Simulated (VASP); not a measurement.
# C (P6_3/mmc) in VASP: single point with HSE06

Aim: the single point of C with HSE06.

Program: VASP 6.6.1. These are calculated values, not measurements. Logs are shortened: lines on timing, memory, paths and dates and some standing lists are left out, and cuts for length are marked.

## (1) The cell of the first run

It takes space group P6_3/mmc (No. 194, hexagonal). The conventional cell has a = 2.503 Å, b = 2.503 Å, c = 4.169 Å, α = 90.00°, β = 90.00°, γ = 120.00°. Within 2.0 Å of C (site symmetry 3m) lie 4 C at 1.54 to 1.56 Å.

## (2) Single point, HSE06

POSCAR reads:

```
C
1.0
    2.5031953697      0.0000000000      0.0000000000
   -1.2515976849      2.1678307808      0.0000000000
    0.0000000000      0.0000000000      4.1688692845
C
4
Direct
    0.3333333333      0.6666666667      0.0002313171
    0.6666666667      0.3333333333      0.5002313171
    0.3333333333      0.6666666667      0.3747686829
    0.6666666667      0.3333333333      0.8747686829
```

INCAR.step1 reads:

```
  ALGO = Normal
  EDIFF = 1E-5
  ENCUT = 520
  GGA = PE
  ISIF = 2
  ISMEAR = 0
  LASPH = True
  LCHARG = False
  LREAL = False
  LWAVE = True
  NBANDS = 16
  NELM = 80
  PREC = Accurate
  SIGMA = 0.01
```

INCAR.step2 reads:

```
  ALGO = Normal
  EDIFF = 1E-6
  ENCUT = 520
  GGA = PE
  HFSCREEN = 0.2079
  ISIF = 2
  ISMEAR = 0
  ISTART = 1
  LASPH = True
  LCHARG = False
  LHFCALC = True
  LREAL = False
  LWAVE = False
  NBANDS = 16
  NELM = 80
  PREC = Accurate
  PRECFOCK = Normal
  SIGMA = 0.01
```

KPOINTS reads:

```
k-points
0
Gamma
  9 9 4
```

Potentials or basis: VASP PAW PBE potentials, release 64 (C).

Launch:

```
$ cat potpaw_PBE.64/C/POTCAR > POTCAR
$ cp INCAR.step1 INCAR
$ mpirun -np 1 vasp_std > vasp.out
$ cp INCAR.step2 INCAR
$ mpirun -np 1 vasp_std > vasp.out
```

OUTCAR:

```text
EDIFF = 1E-6
   ENCUT = 520
   GGA = PE
   HFSCREEN = 0.2079
   ISIF = 2
   ISMEAR = 0
   ISTART = 1
   LASPH = True
   LHFCALC = True
   LREAL = False
   NELM = 80
   PREC = Accurate
   PRECFOCK = Normal

 ion  position               nearest neighbor table
   1  0.333  0.667  0.000-   4 1.54   4 1.54   4 1.54   3 1.56
   2  0.667  0.333  0.500-   3 1.54   3 1.54   3 1.54   4 1.56
   3  0.333  0.667  0.375-   2 1.54   2 1.54   2 1.54   1 1.56
   4  0.667  0.333  0.875-   1 1.54   1 1.54   1 1.54   2 1.56

  LATTYP: Found a hexagonal cell.
 ALAT       =     2.5031953697
 C/A-ratio  =     1.6654190620

  Lattice vectors:

 A1 = (   2.5031953697,   0.0000000000,   0.0000000000)
 A2 = (  -1.2515976849,   2.1678307808,   0.0000000000)
 A3 = (   0.0000000000,   0.0000000000,   4.1688692845)

Analysis of symmetry for initial positions (statically):
=====================================================================
 Subroutine PRICEL returns:
 Original cell was already a primitive cell.

 Routine SETGRP: Setting up the symmetry group for a
 hexagonal supercell.

 Subroutine GETGRP returns: Found 24 space group operations
 (whereof  6 operations were pure point group operations)
 out of a pool of 24 trial point group operations.

The static configuration has the point symmetry C_3v.
 The point group associated with its full space group is D_6h.

Analysis of symmetry for dynamics (positions and initial velocities):
=====================================================================
 Subroutine PRICEL returns:
 Original cell was already a primitive cell.

 Routine SETGRP: Setting up the symmetry group for a
 hexagonal supercell.

 Subroutine GETGRP returns: Found 24 space group operations
 (whereof  6 operations were pure point group operations)
 out of a pool of 24 trial point group operations.

The dynamic configuration has the point symmetry C_3v.
 The point group associated with its full space group is D_6h.

 Subroutine INISYM returns: Found 24 space group operations
 (whereof  6 operations are pure point group operations),
 and found     1 'primitive' translations

----------------------------------------------------------------------------------------

                                     Primitive cell

  volume of cell :      22.6224

[... 101 lines left out ...]
   TEBEG  =    0.0;   TEEND  =   0.0 temperature during run
   PSTRESS=    0.0 pullay stress
   NELECT =      16.0000    total number of electrons
   NUPDOWN=      -1.0000    fix difference up-down
   EMIN   =  10.00;   EMAX   =-10.00  energy-range for DOS
   EFERMI =   0.00;   METHOD = LEGACY
   ISMEAR =     0;   SIGMA  =   0.01  broadening in eV -4-tet -1-fermi 0-gaus
   EFERMI_NEDOS =   21; number of points for ismear=-14 and -15
   IALGO  =     38    algorithm
   IMIX   =      1    mixing-type and parameters
     AMIX     =   0.40;   BMIX     =  1.00
     AMIX_MAG =   1.60;   BMIX_MAG =  1.00
  volume/ion in A,a.u.               =       5.66        38.17
  Fermi-wavevector in a.u.,A,eV,Ry     =   1.458597  2.756349 28.946471  2.127506
  Thomas-Fermi vector in A             =   2.575263
   LORBIT       =      0    0 simple, 1 ext, 2 COOP (PROOUT), +10 PAW based schemes
   GGA     = PE    functional components
   LHFCALC =     T    Hartree Fock is set to
   PRECFOCK=normal    Normal, Fast or Accurate (Low or Medium for compatibility)
   ENCUT4O =  -1.0   cutoff for four orbital integrals eV
   NKREDX  =     1    reduce k-point grid by
   NKREDY  =     1    reduce k-point grid by
   NKREDZ  =     1    reduce k-point grid by
   AEXX    =    0.2500 exact exchange contribution
   HFSCREEN=    0.2079 screening length (either q_TF or 0.3 A-1)
   HFSCREENC=   0.2079 screening length for correlation (either q_TF or 0.3 A-1)
   ENCUTFOCK=  -1.0 apply spherical cutoff to Coloumb kernel
   IVDW    =     0    specifies the selected vdW correction
   LEPSILON=     F    determine dielectric tensor
   LRPA    =     F    only Hartree local field effects (RPA)
 non-spin polarized calculation
 Gauss-broadening in eV      SIGMA  =   0.01
  energy-cutoff  :      520.00
  volume of cell :       22.62
 maximum number of plane-waves:       624
 NGX is ok and might be reduce to    20
  NGX = 14; NGY = 14; NGZ = 24

 number of electron      16.0000000 magnetization

 Free energy of the ion-electron system (eV)
  ---------------------------------------------------
  ext. energy  EPLUGINS =         0.00000000
  ---------------------------------------------------
  free energy    TOTEN  =       -41.99588025 eV

  energy without entropy =      -41.99588025  energy(sigma->0) =      -41.99588025

 E-fermi :   9.5056     XC(G=0): -10.8281

 val. band max:        9.4578911090   @ k =   0.0000   0.0000   0.0000
 cond. band min:      13.8230628580   @ k =   0.3333   0.3333   0.0000
 fundamental gap:      4.3651717490
 Fermi energy:         9.5055756251

 k-point     1 :       0.0000    0.0000    0.0000
  band No.  band energies     occupation
      1     -14.4458      2.00000
      2      -8.4447      2.00000
      3      -5.5166      2.00000
      4       6.1017      2.00000
      5       6.1017      2.00000
      6       8.9776      2.00000
[... 433 lines left out ...]
      3      -2.8771      2.00000
      4      -2.8771      2.00000
      5      -2.1760      2.00000
      6       0.8268      2.00000
[... 8 lines left out ...]
     15      27.1725      0.00000
     16      27.1725      0.00000

 [... further k-points ...]

------------------------ aborting loop because EDIFF is reached ----------------------------------------

  FORCE on cell =-STRESS in cart. coord.  units (eV):
  Direction    XX          YY          ZZ          XY          YZ          ZX
  --------------------------------------------------------------------------------------
  -------------------------------------------------------------------------------------
  Total       -0.6304138     -0.6304138     -0.8075185      0.0000000      0.0000000      0.0000000
  in kB      -44.6475796    -44.6475796    -57.1905991      0.0000000      0.0000000      0.0000000
  external PRESSURE =     -48.8285861 kB  Pullay stress =       0.0000000 kB

 VOLUME and BASIS-vectors are now :
 -----------------------------------------------------------------------------
  energy-cutoff  :      520.00
  volume of cell :       22.62
      direct lattice vectors                 reciprocal lattice vectors
     2.503195370  0.000000000  0.000000000     0.399489393  0.230645309  0.000000000
    -1.251597685  2.167830781  0.000000000     0.000000000  0.461290618  0.000000000
     0.000000000  0.000000000  4.168869285     0.000000000  0.000000000  0.239873196

 POSITION                                       TOTAL-FORCE (eV/Angst)
 -----------------------------------------------------------------------------------
     -0.00000      1.44522      0.00096         0.000000     -0.000000     -0.001583
      1.25160      0.72261      2.08540        -0.000000      0.000000     -0.001583
     -0.00000      1.44522      1.56236         0.000000      0.000000      0.001583
      1.25160      0.72261      3.64680        -0.000000      0.000000      0.001583
 -----------------------------------------------------------------------------------
    total drift:                                0.000000      0.000000      0.000000

  FREE ENERGIE OF THE ION-ELECTRON SYSTEM (eV)
  ---------------------------------------------------
  free  energy   TOTEN  =       -41.9958802502 eV

  energy  without entropy=      -41.9958802502  energy(sigma->0) =      -41.99588025
```

OUTCAR.step1:

```text
EDIFF = 1E-5
   ENCUT = 520
   GGA = PE
   ISIF = 2
[... 689 lines left out ...]
     -0.00000      1.44522      0.00096        -0.000000      0.000000      0.015754
      1.25160      0.72261      2.08540         0.000000     -0.000000      0.015754
     -0.00000      1.44522      1.56236        -0.000000      0.000000     -0.015754
      1.25160      0.72261      3.64680         0.000000     -0.000000     -0.015754
 -----------------------------------------------------------------------------------
    total drift:                               -0.000000      0.000000      0.000000

  FREE ENERGIE OF THE ION-ELECTRON SYSTEM (eV)
  ---------------------------------------------------
  free  energy   TOTEN  =       -36.2688084873 eV

  energy  without entropy=      -36.2688084873  energy(sigma->0) =      -36.26880849
```

Wall time 67 min (1 thread of Intel Xeon 8259CL, shared host); peak memory 0.25 GiB.

What came out:

* Free energy: -41.9959 eV
* Pressure: -4.9 GPa
* Band gap on the k mesh: 4.37 eV (least direct gap 6.33 eV)

Levels at points of the mesh, in eV from the valence-band top:
```
           k point  band 4  band 5  band 6  band 7  band 8  band 9  band 10  band 11  band 12  band 13
(0.00, 0.00, 0.00)   -3.36   -3.36   -0.48    0.00    0.00    6.33     6.33     6.71     9.66    11.24
(0.00, 0.00, 0.50)   -7.70   -2.00   -2.00   -2.00   -2.00    8.77     8.77     8.77     8.77     9.17
```

Caveat: the cell stands under tension; the PAW data sets were made with another functional, which shifts forces and pressure a little; an odd mesh through Γ misses points on the zone boundary, where band edges can lie.
